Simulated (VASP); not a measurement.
# Mg3CdSe4 in VASP: notebook, part 3 of 4

VASP 6.6.1. Earlier steps stand in the parts before.

### 5 Relaxation of cell and atoms, PBE

This run uses another cell than the first one, of 24.55 Å³/atom.

File INCAR:

```
SYSTEM = Mg3CdSe4
ALGO = Normal
EDIFF = 1E-6
EDIFFG = -0.08
ENCUT = 600
GGA = PE
IBRION = 2
ISIF = 3
ISMEAR = 0
LASPH = .True.
LCHARG = .False.
LREAL = .False.
LWAVE = .False.
NELM = 80
NSW = 36
PREC = Accurate
SIGMA = 0.15
```

File KPOINTS:

```
k-points
0
Gamma
  2 2 2
  0 0 0
```

File POSCAR:

```
Mg3CdSe4
1.0
    5.8123980800      0.0000000000      0.0000000000
    0.0000000000      5.8123980800      0.0000000000
    0.0000000000      0.0000000000      5.8123980800
Mg Cd Se
3 1 4
Direct
    0.0000000000      0.0000000000      0.5000000000
    0.0000000000      0.5000000000      0.0000000000
    0.5000000000      0.0000000000      0.0000000000
    0.5000000000      0.5000000000      0.5000000000
    0.7563347300      0.7563347300      0.2436652700
    0.7563347300      0.2436652700      0.7563347300
    0.2436652700      0.7563347300      0.7563347300
    0.2436652700      0.2436652700      0.2436652700
```

Potentials or basis: VASP PAW PBE potentials, release 64 (Mg, Cd, Se).

Run with:

```bash
cat potpaw_PBE.64/Mg/POTCAR potpaw_PBE.64/Cd/POTCAR potpaw_PBE.64/Se/POTCAR > POTCAR
mpirun -np 1 vasp_std > vasp.out
```

OUTCAR:

```text
SYSTEM = Mg3CdSe4
   EDIFF = 1E-6
   EDIFFG = -0.08
   ENCUT = 600
   GGA = PE
   IBRION = 2
   ISIF = 3
   ISMEAR = 0
   LASPH = .True.
   LREAL = .False.
   NELM = 80
   NSW = 36
   PREC = Accurate

 ion  position               nearest neighbor table
   1  0.000  0.000  0.500-   5 2.50   6 2.50   7 2.50   8 2.50
   2  0.000  0.500  0.000-   5 2.50   6 2.50   7 2.50   8 2.50
   3  0.500  0.000  0.000-   5 2.50   6 2.50   7 2.50   8 2.50
   4  0.500  0.500  0.500-   5 2.58   6 2.58   7 2.58   8 2.58
   5  0.756  0.756  0.244-   1 2.50   2 2.50   3 2.50   4 2.58
   6  0.756  0.244  0.756-   1 2.50   2 2.50   3 2.50   4 2.58
   7  0.244  0.756  0.756-   1 2.50   2 2.50   3 2.50   4 2.58
   8  0.244  0.244  0.244-   1 2.50   2 2.50   3 2.50   4 2.58

  LATTYP: Found a simple cubic cell.
 ALAT       =     5.8123980800

  Lattice vectors:

 A1 = (   5.8123980800,   0.0000000000,   0.0000000000)
 A2 = (   0.0000000000,   5.8123980800,   0.0000000000)
 A3 = (   0.0000000000,   0.0000000000,   5.8123980800)

Analysis of symmetry for initial positions (statically):
=====================================================================
 Subroutine PRICEL returns:
 Original cell was already a primitive cell.

 Routine SETGRP: Setting up the symmetry group for a
 simple cubic supercell.

 Subroutine GETGRP returns: Found 24 space group operations
 (whereof 24 operations were pure point group operations)
 out of a pool of 48 trial point group operations.

The static configuration has the point symmetry T_d .

Analysis of symmetry for dynamics (positions and initial velocities):
=====================================================================
 Subroutine PRICEL returns:
 Original cell was already a primitive cell.

 Routine SETGRP: Setting up the symmetry group for a
 simple cubic supercell.

 Subroutine GETGRP returns: Found 24 space group operations
 (whereof 24 operations were pure point group operations)
 out of a pool of 48 trial point group operations.

The dynamic configuration has the point symmetry T_d .

 Subroutine INISYM returns: Found 24 space group operations
 (whereof 24 operations are pure point group operations),
 and found     1 'primitive' translations

----------------------------------------------------------------------------------------

                                     Primitive cell

  volume of cell :     196.3659

  direct lattice vectors                    reciprocal lattice vectors
     5.812398080  0.000000000  0.000000000     0.172046028  0.000000000  0.000000000
     0.000000000  5.812398080  0.000000000     0.000000000  0.172046028  0.000000000
     0.000000000  0.000000000  5.812398080     0.000000000  0.000000000  0.172046028

  length of vectors
     5.812398080  5.812398080  5.812398080     0.172046028  0.172046028  0.172046028

  position of ions in fractional coordinates (direct lattice)
     0.000000000  0.000000000  0.500000000
     0.000000000  0.500000000  0.000000000
     0.500000000  0.000000000  0.000000000
     0.500000000  0.500000000  0.500000000
     0.756334730  0.756334730  0.243665270
     0.756334730  0.243665270  0.756334730
     0.243665270  0.756334730  0.756334730
     0.243665270  0.243665270  0.243665270

  ion indices of the primitive-cell ions
   primitive index   ion index
                 1           1
                 2           2
                 3           3
                 4           4
                 5           5
                 6           6
                 7           7
                 8           8

----------------------------------------------------------------------------------------

 KPOINTS: k-points

Automatic generation of k-mesh.
 Grid dimensions read from file:
 generate k-points for:    2    2    2

 Generating k-lattice:

  Cartesian coordinates                     Fractional coordinates (reciprocal lattice)
     0.086023014  0.000000000  0.000000000     0.500000000  0.000000000  0.000000000
     0.000000000  0.086023014  0.000000000     0.000000000  0.500000000  0.000000000
     0.000000000  0.000000000  0.086023014     0.000000000  0.000000000  0.500000000

  Length of vectors
     0.086023014  0.086023014  0.086023014

  Shift w.r.t. Gamma in fractional coordinates (k-lattice)
     0.000000000  0.000000000  0.000000000

 Subroutine IBZKPT returns following result:
 ===========================================

 Found      4 irreducible k-points:

 Following reciprocal coordinates:
            Coordinates               Weight
  0.000000  0.000000  0.000000      1.000000
  0.500000  0.000000  0.000000      3.000000
  0.500000  0.500000  0.000000      3.000000
  0.500000  0.500000  0.500000      1.000000
   k-points           NKPTS =      4   k-points in BZ     NKDIM =      4   number of bands    NBANDS=     26
   number of dos      NEDOS =    301   number of ions     NIONS =      8
   total plane-waves  NPLWV = 110592
   dimension x,y,z NGX =    48 NGY =   48 NGZ =   48
   dimension x,y,z NGXF=    96 NGYF=   96 NGZF=   96
   ions per type =               3   1   4
   NGX,Y,Z   is equivalent  to a cutoff of  13.73, 13.73, 13.73 a.u.
   NGXF,Y,Z  is equivalent  to a cutoff of  27.46, 27.46, 27.46 a.u.
 SYSTEM =  Mg3CdSe4
   PREC   = accura    normal or accurate (medium, high low for compatibility)
   ISTART =      0    job   : 0-new  1-cont  2-samecut
   ICHARG =      2    charge: 1-file 2-atom 10-const
   ISPIN  =      1    spin polarized calculation?
   LNONCOLLINEAR =      F non collinear calculations
   LSORBIT =      F    spin-orbit coupling
   LASPH  =      T    aspherical Exc in radial PAW
   ENCUT  =  600.0 eV  44.10 Ry    6.64 a.u.  11.61 11.61 11.61*2*pi/ulx,y,z
   NELM   =     80;   NELMIN=  2; NELMDL= -5     # of ELM steps
   EDIFF  = 0.1E-05   stopping-criterion for ELM
   LREAL  =      F    real-space projection
   EDIFFG = -.8E-01   stopping-criterion for IOM
   NSW    =     36    number of steps for IOM
   IBRION =      2    ionic relax: 0-MD 1-quasi-New 2-CG
   NFREE  =      1    steps in history (QN), initial steepest desc. (CG)
   ISIF   =      3    stress and relaxation
   ISYM   =      2    0-nonsym 1-usesym 2-fastsym
   POTIM  = 0.5000    time-step for ionic-motion
   TEBEG  =    0.0;   TEEND  =   0.0 temperature during run
   PSTRESS=    0.0 pullay stress
   NELECT =      42.0000    total number of electrons
   NUPDOWN=      -1.0000    fix difference up-down
   EMIN   =  10.00;   EMAX   =-10.00  energy-range for DOS
   EFERMI =   0.00;   METHOD = LEGACY
   ISMEAR =     0;   SIGMA  =   0.15  broadening in eV -4-tet -1-fermi 0-gaus
   EFERMI_NEDOS =   21; number of points for ismear=-14 and -15
   IALGO  =     38    algorithm
   IMIX   =      4    mixing-type and parameters
     AMIX     =   0.40;   BMIX     =  1.00
     AMIX_MAG =   1.60;   BMIX_MAG =  1.00
  volume/ion in A,a.u.               =      24.55       165.64
  Fermi-wavevector in a.u.,A,eV,Ry     =   0.979045  1.850126 13.041576  0.958529
  Thomas-Fermi vector in A             =   2.109868
   LORBIT       =      0    0 simple, 1 ext, 2 COOP (PROOUT), +10 PAW based schemes
   GGA     = PE    functional components
   LHFCALC =     F    Hartree Fock is set to
   AEXX    =    0.0000 exact exchange contribution
   IVDW    =     0    specifies the selected vdW correction
   LEPSILON=     F    determine dielectric tensor
   LRPA    =     F    only Hartree local field effects (RPA)
 conjugate gradient relaxation of ions
 non-spin polarized calculation
 Gauss-broadening in eV      SIGMA  =   0.15
  energy-cutoff  :      600.00
  volume of cell :      196.37
 maximum number of plane-waves:      6704
 NGX is ok and might be reduce to    48
   NGX = 23   NGY = 23   NGZ = 23

--------------------------------------- Ionic step        1  -------------------------------------------

 number of electron      41.9999988 magnetization

 Free energy of the ion-electron system (eV)
  ---------------------------------------------------
  ext. energy  EPLUGINS =         0.00000000
  ---------------------------------------------------
  free energy    TOTEN  =       -27.44305961 eV

  energy without entropy =      -27.44305961  energy(sigma->0) =      -27.44305961

------------------------ aborting loop because EDIFF is reached ----------------------------------------

  FORCE on cell =-STRESS in cart. coord.  units (eV):
  Direction    XX          YY          ZZ          XY          YZ          ZX
  --------------------------------------------------------------------------------------
  -------------------------------------------------------------------------------------
  Total        8.5042477      8.5042477      8.5042477      0.0000000      0.0000000      0.0000000
  in kB       69.3873707     69.3873707     69.3873707      0.0000000      0.0000000      0.0000000
  external PRESSURE =      69.3873707 kB  Pullay stress =       0.0000000 kB
[... 69 lines left out ...]
  energy  without entropy=      -27.8978599667  energy(sigma->0) =      -27.89785997

--------------------------------------- Ionic step        3  -------------------------------------------

 number of electron      42.0000002 magnetization

 Free energy of the ion-electron system (eV)
  ---------------------------------------------------
  ext. energy  EPLUGINS =         0.00000000
  ---------------------------------------------------
  free energy    TOTEN  =       -27.92733982 eV

  energy without entropy =      -27.92733982  energy(sigma->0) =      -27.92733982

 E-fermi :   1.2503     XC(G=0):  -8.2327

 val. band max:        0.5386184389   @ k =   0.0000   0.0000   0.0000
 cond. band min:       2.4515734238   @ k =   0.0000   0.0000   0.0000
 fundamental gap:      1.9129549849
 Fermi energy:         1.2503275871

 k-point     1 :       0.0000    0.0000    0.0000
  band No.  band energies     occupation
      1     -11.1766      2.00000
      2     -10.5506      2.00000
      3     -10.5506      2.00000
      4     -10.5506      2.00000
      5      -6.5296      2.00000
      6      -6.5296      2.00000
[... 140 lines left out ...]
  FREE ENERGIE OF THE ION-ELECTRON SYSTEM (eV)
  ---------------------------------------------------
  free  energy   TOTEN  =       -27.9273398167 eV

  energy  without entropy=      -27.9273398167  energy(sigma->0) =      -27.92733982

 reached required accuracy - stopping structural energy minimisation
```

It took 2.2 min on 1 thread of Intel Xeon 8259CL, shared host; peak memory 0.35 GiB.

Results:

* Free energy: -27.9273 eV
* Relaxed volume: 27.63 Å³/atom
* Relaxed cell: a = 6.046 Å, b = 6.046 Å, c = 6.046 Å, α = 90.00°, β = 90.00°, γ = 90.00°
* Space group after relaxing (to 0.1 Å): P-43m (No. 215)
* Energy gained by relaxing: 60.5 meV/atom
* Ionic steps: 3
* Pressure after relaxing: 0.0 GPa
* Largest force after relaxing: 0.049 eV/Å
* Band gap on the k mesh: 1.91 eV

Forces on the atoms (eV/Å):
```
Mg   0.000  0.000  0.000
Mg   0.000  0.000  0.000
Mg   0.000  0.000  0.000
Cd   0.000  0.000  0.000
Se  -0.029 -0.029  0.029
Se  -0.029  0.029 -0.029
Se   0.029 -0.029 -0.029
Se   0.029  0.029  0.029
```

The path:
| step | energy change (eV) | largest force (eV/Å) | pressure (GPa) | volume (Å³) |
| --- | --- | --- | --- | --- |
| 1 | 0.0000 | 0.0844 | 6.94 | 196.37 |
| 2 | -0.4548 | 0.0714 | -1.31 | 228.15 |
| 3 | -0.4843 | 0.0494 | 0.04 | 221.02 |

Final structure:
```
Mg Cd Se
1.0
     6.04612    0.00000    0.00000
     0.00000    6.04612    0.00000
     0.00000    0.00000    6.04612
Mg Cd Se
3 1 4
Direct
  0.00000 0.00000 0.50000
  0.00000 0.50000 0.00000
  0.50000 0.00000 0.00000
  0.50000 0.50000 0.50000
  0.75666 0.75666 0.24334
  0.75666 0.24334 0.75666
  0.24334 0.75666 0.75666
  0.24334 0.24334 0.24334
```

Caveat: the k points lie up to 0.52 Å⁻¹ apart in the final cell; the relaxation stopped at a loose force limit of 0.08 eV/Å, so its end isn't a converged minimum.

(Part 3 of 4 ends here.)
